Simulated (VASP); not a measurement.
# Mg32O32F (a cell with a defect) in VASP: single point with PBEsol

Aim: the single point of Mg32O32F (a cell with a defect) with PBEsol.

Program: VASP 6.6.1. These are calculated values, not measurements. Logs are shortened: lines on timing, memory, paths and dates and some standing lists are left out, and cuts for length are marked.

## (1) The cell of the first run

The cell holds a defect, 65 atoms: a = 8.429 Å, b = 8.429 Å, c = 8.429 Å, α = 90.00°, β = 90.00°, γ = 90.00°.

## (2) Single point, PBEsol

INCAR reads:

```
SYSTEM = Mg32O32F
PREC = Accurate
ENCUT = 520
EDIFF = 1E-6
ISMEAR = -1
SIGMA = 0.05
LREAL = Auto
LASPH = .TRUE.
NELM = 100
ALGO = Normal
ISIF = 2
LWAVE = .FALSE.
LCHARG = .TRUE.
GGA = PS
LELF = .TRUE.
LVHAR = .TRUE.
NELECT = 264.0
NBANDS = 170
```

KPOINTS reads:

```
Automatic mesh
0
G
  1 1 1
  0 0 0
```

POSCAR reads:

```
Mg32O32F
1.0
    8.4288080000      0.0000000000      0.0000000000
    0.0000000000      8.4288080000      0.0000000000
    0.0000000000      0.0000000000      8.4288080000
O Mg F
32 32 1
Direct
    0.2496410000      0.9956140000      0.9955010000
    0.2495090000      0.9993690000      0.5004370000
    0.2495140000      0.5005440000      0.9992570000
    0.2264190000      0.5235800000      0.5235210000
    0.7502250000      0.9998340000      0.9997100000
    0.7544030000      0.9956150000      0.5002410000
    0.7544130000      0.5003560000      0.9954960000
    0.7506410000      0.5005250000      0.5004030000
    0.9958810000      0.2493830000      0.9955000000
    0.9996340000      0.2492450000      0.5004330000
    0.0000960000      0.7499560000      0.9997060000
    0.9958910000      0.7541420000      0.5002400000
    0.5008060000      0.2492660000      0.9992610000
    0.5238440000      0.2261860000      0.5234900000
    0.5006150000      0.7541470000      0.9954980000
    0.5007710000      0.7503630000      0.5003980000
    0.9958740000      0.9956080000      0.2492680000
    0.0000810000      0.9998180000      0.7498430000
    0.9996340000      0.5005510000      0.2491340000
    0.9958710000      0.5003650000      0.7540360000
    0.5008090000      0.9993750000      0.2491370000
    0.5006290000      0.9956200000      0.7540400000
    0.5239020000      0.5236220000      0.2260450000
    0.5007860000      0.5005190000      0.7502610000
    0.2262740000      0.2260140000      0.2259250000
    0.2495110000      0.2492550000      0.7502070000
    0.2495300000      0.7503050000      0.2491520000
    0.2496430000      0.7541670000      0.7540430000
    0.7505820000      0.2492710000      0.2491560000
    0.7544320000      0.2493740000      0.7540420000
    0.7544320000      0.7541710000      0.2492610000
    0.7502070000      0.7499450000      0.7498200000
    0.0000390000      0.9997750000      0.9996530000
    0.9990830000      0.9988120000      0.4993420000
    0.9990750000      0.4994630000      0.9986960000
    0.9971130000      0.5029500000      0.5028440000
    0.4997280000      0.9988050000      0.9986920000
    0.5032120000      0.9968550000      0.5028400000
    0.5032190000      0.5029600000      0.9967400000
    0.5040920000      0.5038060000      0.5037010000
    0.2470730000      0.2468070000      0.9967190000
    0.2462940000      0.2460250000      0.5036280000
    0.2505730000      0.7509480000      0.9986870000
    0.2470430000      0.7528630000      0.5028540000
    0.7512210000      0.2503170000      0.9986750000
    0.7531410000      0.2467750000      0.5028510000
    0.7502720000      0.7500150000      0.9996430000
    0.7512320000      0.7509680000      0.4993200000
    0.2470780000      0.9968260000      0.2467050000
    0.2505570000      0.9987970000      0.7508280000
    0.2462530000      0.5037650000      0.2458820000
    0.2470490000      0.5029580000      0.7527840000
    0.7512110000      0.9988020000      0.2501800000
    0.7502770000      0.9997570000      0.7498980000
    0.7531660000      0.5029610000      0.2466760000
    0.7512290000      0.4994550000      0.7508490000
    0.9970880000      0.2468100000      0.2467060000
    0.9990700000      0.2503040000      0.7508300000
    0.9990620000      0.7509560000      0.2501720000
    0.0000250000      0.7500090000      0.7498910000
    0.5040400000      0.2460050000      0.2458810000
    0.5032150000      0.2467820000      0.7527830000
    0.5032240000      0.7528910000      0.2466670000
    0.4997170000      0.7509560000      0.7508360000
    0.3751640000      0.3749180000      0.3747260000
```

Potentials or basis: VASP PAW PBE potentials, release 64 (O, Mg, F).

Launch:

```sh
$ cat potpaw_PBE.64/O/POTCAR potpaw_PBE.64/Mg/POTCAR potpaw_PBE.64/F/POTCAR > POTCAR
$ mpirun -np 1 vasp_gam > vasp.out
```

OUTCAR:

```text
SYSTEM = Mg32O32F
   PREC = Accurate
   ENCUT = 520
   EDIFF = 1E-6
   ISMEAR = -1
   LREAL = Auto
   LASPH = .TRUE.
   NELM = 100
   ISIF = 2
   GGA = PS
   NELECT = 264.0

 ion  position               nearest neighbor table
   1  0.250  0.996  0.996-  43 2.06  50 2.06  33 2.10  37 2.11  41 2.12  49 2.12
   2  0.250  0.999  0.500-  44 2.08  42 2.08  50 2.11  34 2.11  38 2.14  49 2.14
   3  0.250  0.501  0.999-  52 2.08  51 2.08  43 2.11  35 2.11  39 2.14  41 2.14
   4  0.226  0.524  0.524-  52 1.95  44 1.95  36 1.95  42 2.35  51 2.35  40 2.35
   5  0.750  1.000  1.000-  54 2.11  33 2.11  47 2.11  53 2.11  45 2.11  37 2.11
   6  0.754  0.996  0.500-  48 2.06  34 2.06  54 2.10  53 2.11  46 2.12  38 2.12
[... 75 lines left out ...]
                            33 2.94  41 2.98  49 2.98  55 2.98  46 2.98  34 2.98  35 2.98  51 3.02
  58  0.999  0.250  0.751-  30 2.06   9 2.06  20 2.11  10 2.11  26 2.11  18 2.11  41 2.94  46 2.94
                            42 2.95  45 2.95  56 2.96  35 2.96  54 2.98  33 2.98  36 2.98  52 2.98
  59  0.999  0.751  0.250-  31 2.06  17 2.06  12 2.11  19 2.11  11 2.11  27 2.11  49 2.94  55 2.94
                            51 2.95  53 2.95  48 2.96  34 2.96  47 2.98  33 2.98  44 2.98  36 2.98
  60  0.000  0.750  0.750-  28 2.10  20 2.10  12 2.10  18 2.11  11 2.11  32 2.11  44 2.94  52 2.94
                            36 2.95  50 2.98  43 2.98  56 2.98  35 2.98  34 2.98  48 2.98  54 2.98
  61  0.504  0.246  0.246-  65 1.88  29 2.08  13 2.08  21 2.08  14 2.35  23 2.35  25 2.35  53 2.95
                            45 2.95  37 2.95  46 3.02  55 3.02  39 3.02  38 3.02  41 3.02  49 3.02
  62  0.503  0.247  0.753-  14 1.95  13 2.08  22 2.12  30 2.12  26 2.14  24 2.14  37 2.94  45 2.94
                            54 2.94  46 2.98  38 2.98  41 2.98  39 2.98  50 2.98  56 2.98  42 3.02
  63  0.503  0.753  0.247-  23 1.95  21 2.08  15 2.12  31 2.12  27 2.14  16 2.14  37 2.94  53 2.94
                            47 2.94  39 2.98  55 2.98  49 2.98  38 2.98  43 2.98  48 2.98  51 3.02
  64  0.500  0.751  0.751-  15 2.06  22 2.06  28 2.11  24 2.11  16 2.11  32 2.11  38 2.94  39 2.94
                            40 2.95  37 2.95  43 2.96  50 2.96  54 2.98  47 2.98  44 2.98  52 2.98
  65  0.375  0.375  0.375-  51 1.88  61 1.88  42 1.88  40 1.88

  LATTYP: Found a simple cubic cell.
 ALAT       =     8.4288080000

  Lattice vectors:

 A1 = (   8.4288080000,   0.0000000000,   0.0000000000)
 A2 = (   0.0000000000,   8.4288080000,   0.0000000000)
 A3 = (   0.0000000000,   0.0000000000,   8.4288080000)

Analysis of symmetry for initial positions (statically):
=====================================================================
 Subroutine PRICEL returns:
 Original cell was already a primitive cell.

 Routine SETGRP: Setting up the symmetry group for a
 simple cubic supercell.

 Subroutine GETGRP returns: Found  1 space group operations
 (whereof  1 operations were pure point group operations)
 out of a pool of 48 trial point group operations.

The static configuration has the point symmetry C_1 .

Analysis of symmetry for dynamics (positions and initial velocities):
=====================================================================
 Subroutine PRICEL returns:
 Original cell was already a primitive cell.

 Routine SETGRP: Setting up the symmetry group for a
 simple cubic supercell.

 Subroutine GETGRP returns: Found  1 space group operations
 (whereof  1 operations were pure point group operations)
 out of a pool of 48 trial point group operations.

The dynamic configuration has the point symmetry C_1 .

 Subroutine INISYM returns: Found  1 space group operations
 (whereof  1 operations are pure point group operations),
 and found     1 'primitive' translations

----------------------------------------------------------------------------------------

                                     Primitive cell

  volume of cell :     598.8230

  direct lattice vectors                    reciprocal lattice vectors
     8.428808000  0.000000000  0.000000000     0.118640738  0.000000000  0.000000000
     0.000000000  8.428808000  0.000000000     0.000000000  0.118640738  0.000000000
     0.000000000  0.000000000  8.428808000     0.000000000  0.000000000  0.118640738

  length of vectors
[... 142 lines left out ...]
 Grid dimensions read from file:
 generate k-points for:    1    1    1

 Generating k-lattice:

  Cartesian coordinates                     Fractional coordinates (reciprocal lattice)
     0.118640738  0.000000000  0.000000000     1.000000000  0.000000000  0.000000000
     0.000000000  0.118640738  0.000000000     0.000000000  1.000000000  0.000000000
     0.000000000  0.000000000  0.118640738     0.000000000  0.000000000  1.000000000

  Length of vectors
     0.118640738  0.118640738  0.118640738

  Shift w.r.t. Gamma in fractional coordinates (k-lattice)
     0.000000000  0.000000000  0.000000000

 Subroutine IBZKPT returns following result:
 ===========================================

 Found      1 irreducible k-points:

 Following reciprocal coordinates:
            Coordinates               Weight
  0.000000  0.000000  0.000000      1.000000
   k-points           NKPTS =      1   k-points in BZ     NKDIM =      1   number of bands    NBANDS=    170
   number of dos      NEDOS =    301   number of ions     NIONS =     65
   total plane-waves  NPLWV = 262144
   dimension x,y,z NGX =    64 NGY =   64 NGZ =   64
   dimension x,y,z NGXF=   128 NGYF=  128 NGZF=  128
   ions per type =              32  32   1
   NGX,Y,Z   is equivalent  to a cutoff of  12.62, 12.62, 12.62 a.u.
   NGXF,Y,Z  is equivalent  to a cutoff of  25.25, 25.25, 25.25 a.u.
 SYSTEM =  Mg32O32F
   PREC   = accura    normal or accurate (medium, high low for compatibility)
   ISTART =      0    job   : 0-new  1-cont  2-samecut
   ICHARG =      2    charge: 1-file 2-atom 10-const
   ISPIN  =      1    spin polarized calculation?
   LNONCOLLINEAR =      F non collinear calculations
   LSORBIT =      F    spin-orbit coupling
   LASPH  =      T    aspherical Exc in radial PAW
   ENCUT  =  520.0 eV  38.22 Ry    6.18 a.u.  15.67 15.67 15.67*2*pi/ulx,y,z
   NELM   =    100;   NELMIN=  2; NELMDL= -5     # of ELM steps
   EDIFF  = 0.1E-05   stopping-criterion for ELM
   LREAL  =      T    real-space projection
   EDIFFG = 0.1E-04   stopping-criterion for IOM
   NSW    =      0    number of steps for IOM
[... 5 lines left out ...]
   TEBEG  =    0.0;   TEEND  =   0.0 temperature during run
   PSTRESS=    0.0 pullay stress
   NELECT =     264.0000    total number of electrons
   NUPDOWN=      -1.0000    fix difference up-down
   EMIN   =  10.00;   EMAX   =-10.00  energy-range for DOS
   EFERMI =   0.00;   METHOD = LEGACY
   ISMEAR =    -1;   SIGMA  =   0.05  broadening in eV -4-tet -1-fermi 0-gaus
   EFERMI_NEDOS =   21; number of points for ismear=-14 and -15
   IALGO  =     38    algorithm
   IMIX   =      4    mixing-type and parameters
     AMIX     =   0.40;   BMIX     =  1.00
     AMIX_MAG =   1.60;   BMIX_MAG =  1.00
  volume/ion in A,a.u.               =       9.21        62.17
  Fermi-wavevector in a.u.,A,eV,Ry     =   1.245977  2.354555 21.122478  1.552458
  Thomas-Fermi vector in A             =   2.380175
   LORBIT       =      0    0 simple, 1 ext, 2 COOP (PROOUT), +10 PAW based schemes
   GGA     = PS    functional components
   LHFCALC =     F    Hartree Fock is set to
   AEXX    =    0.0000 exact exchange contribution
   IVDW    =     0    specifies the selected vdW correction
   LEPSILON=     F    determine dielectric tensor
   LRPA    =     F    only Hartree local field effects (RPA)
 non-spin polarized calculation
  energy-cutoff  :      520.00
  volume of cell :      598.82
 maximum number of plane-waves:      8068
 NGX is ok and might be reduce to    64
   NGX = 31   NGY = 31   NGZ = 31

 number of electron     263.9999942 magnetization

 Free energy of the ion-electron system (eV)
  ---------------------------------------------------
  ext. energy  EPLUGINS =         0.00000000
  ---------------------------------------------------
  free energy    TOTEN  =      -395.17408436 eV

  energy without entropy =     -395.17408436  energy(sigma->0) =     -395.17408436

 E-fermi :   5.0874     XC(G=0): -11.3815

 val. band max:        3.8144379608   @ k =   0.0000   0.0000   0.0000
 cond. band min:       7.8278249786   @ k =   0.0000   0.0000   0.0000
 fundamental gap:      4.0133870178
 Fermi energy:         5.0874405945

 k-point     1 :       0.0000    0.0000    0.0000
  band No.  band energies     occupation
      1     -19.6021      2.00000
      2     -14.0886      2.00000
      3     -13.3898      2.00000
      4     -13.3897      2.00000
      5     -13.3498      2.00000
      6     -13.3496      2.00000
[... 136 lines left out ...]
    143      11.2041      0.00000
    144      12.0054      0.00000
 [bands above 144 left out]

------------------------ aborting loop because EDIFF is reached ----------------------------------------

  FORCE on cell =-STRESS in cart. coord.  units (eV):
  Direction    XX          YY          ZZ          XY          YZ          ZX
  --------------------------------------------------------------------------------------
  -------------------------------------------------------------------------------------
  Total       24.1635981     24.1568196     24.1633907     -0.0110756     -0.0167966     -0.0166786
  in kB       64.6507701     64.6326340     64.6502153     -0.0296333     -0.0449399     -0.0446244
  external PRESSURE =      64.6445398 kB  Pullay stress =       0.0000000 kB

 VOLUME and BASIS-vectors are now :
 -----------------------------------------------------------------------------
  energy-cutoff  :      520.00
  volume of cell :      598.82
      direct lattice vectors                 reciprocal lattice vectors
     8.428808000  0.000000000  0.000000000     0.118640738  0.000000000  0.000000000
     0.000000000  8.428808000  0.000000000     0.000000000  0.118640738  0.000000000
     0.000000000  0.000000000  8.428808000     0.000000000  0.000000000  0.118640738

 POSITION                                       TOTAL-FORCE (eV/Angst)
 -----------------------------------------------------------------------------------
      2.10418      8.39184      8.39089         0.008267     -0.003309     -0.003192
      2.10306      8.42349      4.21809        -0.002346     -0.005213     -0.001924
      2.10311      4.21899      8.42255        -0.002379     -0.001164     -0.004095
      1.90844      4.41316      4.41266        -0.013889      0.011549      0.010113
      6.32350      8.42741      8.42636        -0.004428      0.001190      0.001638
      6.35872      8.39185      4.21644         0.001325     -0.001177     -0.002783
[... 57 lines left out ...]
      4.21202      6.32966      6.32865        -0.002345      0.005645      0.004990
      3.16219      3.16011      3.15849        -0.007404     -0.009545     -0.009864
 -----------------------------------------------------------------------------------
    total drift:                               -0.003601      0.003279      0.013417

  FREE ENERGIE OF THE ION-ELECTRON SYSTEM (eV)
  ---------------------------------------------------
  free  energy   TOTEN  =      -395.1740843644 eV

  energy  without entropy=     -395.1740843644  energy(sigma->0) =     -395.17408436
```

It took 5 min on 1 thread of AMD EPYC 7R43 (Zen 3), shared host; peak memory 0.49 GiB.

Results:

```
Free energy   : -395.1741 eV
Largest force : 0.030 eV/Å
```

Forces in eV/Å, atoms in the order of the input:
```
O    0.008 -0.003 -0.003
O   -0.002 -0.005 -0.002
O   -0.002 -0.001 -0.004
O   -0.014  0.012  0.010
O   -0.004  0.001  0.002
O    0.001 -0.001 -0.003
O    0.001 -0.003 -0.001
O    0.007  0.002  0.003
O   -0.004  0.009 -0.002
O   -0.002 -0.004 -0.003
O    0.000 -0.003  0.004
O   -0.003  0.002 -0.003
O   -0.001 -0.003 -0.003
O    0.011 -0.015  0.013
O   -0.003  0.002 -0.001
O    0.006  0.006  0.002
O   -0.003 -0.002  0.007
O    0.001  0.003 -0.002
O   -0.002 -0.003 -0.004
O   -0.001 -0.004  0.002
O   -0.002 -0.003 -0.002
O   -0.004 -0.001  0.001
O    0.010  0.012 -0.013
O    0.004  0.002  0.004
O    0.009  0.010  0.009
O   -0.001 -0.005  0.009
O   -0.002  0.009 -0.006
O    0.006 -0.002  0.000
O    0.009 -0.004 -0.004
O   -0.003  0.006  0.000
O   -0.002 -0.001  0.005
O   -0.004 -0.001  0.001
Mg   0.003  0.003  0.004
Mg  -0.005 -0.005 -0.002
Mg  -0.004 -0.003 -0.005
Mg   0.012  0.003  0.004
Mg  -0.003 -0.003 -0.004
Mg   0.004  0.012  0.003
Mg   0.004  0.003  0.011
Mg  -0.017 -0.017 -0.018
Mg  -0.004 -0.004  0.008
Mg   0.009  0.011 -0.010
Mg   0.001  0.006 -0.004
Mg  -0.001 -0.009  0.002
Mg   0.005  0.001 -0.002
Mg  -0.010 -0.001  0.003
Mg  -0.003 -0.004  0.003
Mg   0.004  0.004 -0.001
Mg  -0.005  0.008 -0.005
Mg   0.002 -0.003  0.005
Mg   0.010 -0.010  0.010
Mg  -0.002  0.003 -0.010
Mg   0.006 -0.003  0.002
Mg  -0.003  0.003 -0.004
Mg  -0.011  0.003 -0.003
Mg   0.004 -0.002  0.004
Mg   0.009 -0.005 -0.005
Mg  -0.004  0.002  0.006
Mg  -0.004  0.006  0.003
Mg   0.002 -0.003 -0.003
Mg  -0.011  0.011  0.010
Mg   0.004 -0.001 -0.011
Mg   0.003 -0.011 -0.002
Mg  -0.002  0.006  0.005
F   -0.007 -0.010 -0.010
```

Levels at points of the mesh, in eV from the Fermi level:
```
           k point  band 130  band 131  band 132  band 133  band 134  band 135
(0.00, 0.00, 0.00)     -1.28     -1.27     -1.27      2.74      5.77      5.77
```

Caveat: the k points lie up to 0.75 Å⁻¹ apart; the cell carries a net charge on a neutralising background, which shifts energy and pressure; the cell is charged against a uniform background, so pressure and absolute levels hang on convention; the PAW data sets were made with another functional, which shifts forces and pressure a little.
